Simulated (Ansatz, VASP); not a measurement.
**Two plane-wave programs on Cs3H**

INCAR

```
PREC = Accurate
ENCUT = 500
EDIFF = 1E-7
ISMEAR = 0
SIGMA = 0.1
LREAL = False
LASPH = True
NELM = 120
ALGO = Normal
ISIF = 3
LWAVE = False
LCHARG = False
GGA = PE
IBRION = 2
NSW = 100
EDIFFG = -0.01
GGA_COMPAT = False
NELMIN = 4
```

The input KPOINTS:

```
Automatic mesh
0
Gamma
  8 8 8
```

Contents of POSCAR:

```
Cs3H
1.0
   -4.3620420602      4.3620420602      4.3879353870
    4.3620420602     -4.3620420602      4.3879353870
    4.3620420602      4.3620420602     -4.3879353870
Cs H
3 1
Direct
    0.5000000000      0.0000000000      0.5000000000
    0.0000000000      0.5000000000      0.5000000000
    0.0000000000      0.0000000000      0.0000000000
    0.5000000000      0.5000000000      0.0000000000
```

Input for Ansatz:

```yaml
crystal:
  lattice:
    - [-4.3620420602, 4.3620420602, 4.387935387]
    - [4.3620420602, -4.3620420602, 4.387935387]
    - [4.3620420602, 4.3620420602, -4.387935387]
  atoms:
    - { symbol: Cs, position: [0.5, 0.0, 0.5] }
    - { symbol: Cs, position: [0.0, 0.5, 0.5] }
    - { symbol: Cs, position: [0.0, 0.0, 0.0] }
    - { symbol: H, position: [0.5, 0.5, 0.0] }
basis:
  ecutwfc: 420
kpoints:
  mp_grid: { grid: [8, 8, 8] }
hamiltonian:
  xc: pbe
scf:
  occupations: { method: gaussian, width: 0.1 }
output:
  forces: true
  stress: true
  eigenvalues: true
  write_density: true
  write_potential: true
  elf: true
  volumetric_format: npy
relax:
  adjacent_minimum: "off"
  f_tol: 0.01
  max_steps: 80
  cell: { stress_tol: 0.05 }
```

Alike in both runs: task relaxation of cell and atoms; functional PBE; k mesh 8 × 8 × 8; occupations gaussian, width 0.1 eV; no spin polarisation.

|  | VASP | Ansatz |
| --- | --- | --- |
| version | VASP 6.6.1 | Ansatz 0.2.0 |
| potentials or method | VASP PAW PBE potentials, release 64 (Cs_sv, H), cutoff 500 eV | scalar-relativistic, plane waves, PAW |
| valence electrons in the cell | 28 | 28 |

|  | VASP | Ansatz | Ansatz less VASP |
| --- | --- | --- | --- |
| gap on the k mesh at the Fermi level, each at its own relaxed structure (eV) | none | none | - |
| relaxed volume (Å³/atom) | 83.49 | 83.49 | 0.000 |
| relaxed length of the cell vector where the two differ most in proportion (Å) | 7.570 | 7.570 | 0.0000 |

A gap of «none» marks a metal or a gap that the smearing closes.

Spin-orbit coupling is off throughout. Noted on VASP's run: the relaxation stopped at its first step, so nothing moved.
